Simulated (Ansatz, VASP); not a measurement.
**One calculation of Li2Nb, two programs**

```
Li Nb
1.0
     2.76913    0.00000    0.00000
    -1.38456    2.39813    0.00000
     0.00000    0.00000    8.39022
Li Nb
2 1
Cartesian
  0.0000 0.0000 1.3747
  0.0000 0.0000 7.0155
  0.0000 0.0000 4.1951
```

Alike in both runs: functional PBE; k mesh 21 × 21 × 6; occupations gaussian, width 0.1 eV; no spin polarisation.

Ansatz relaxed the structure, and its values are those at the end. VASP's run is a single point on that final structure, the one shown.

|  | VASP | Ansatz |
| --- | --- | --- |
| version | VASP 6.6.1 | Ansatz 0.2.0 |
| potentials or method | VASP PAW PBE potentials, release 64 (Li_sv, Nb_sv), cutoff 520 eV | scalar-relativistic, plane waves, PAW |
| valence electrons in the cell | 19 | 19 |

|  | VASP | Ansatz | Ansatz less VASP |
| --- | --- | --- | --- |
| gap on the k mesh at the Fermi level (eV) | none | none | - |
| rms of the force components (eV/Å) | 0.004 | 0.003 | -0.0013 |

A gap of «none» marks a metal or a gap that the smearing closes. The functional is the same, so the differences come from potentials, cutoffs and numerics.

Noted on VASP's run: the cutoff is short for stress, so the pressure is rough.
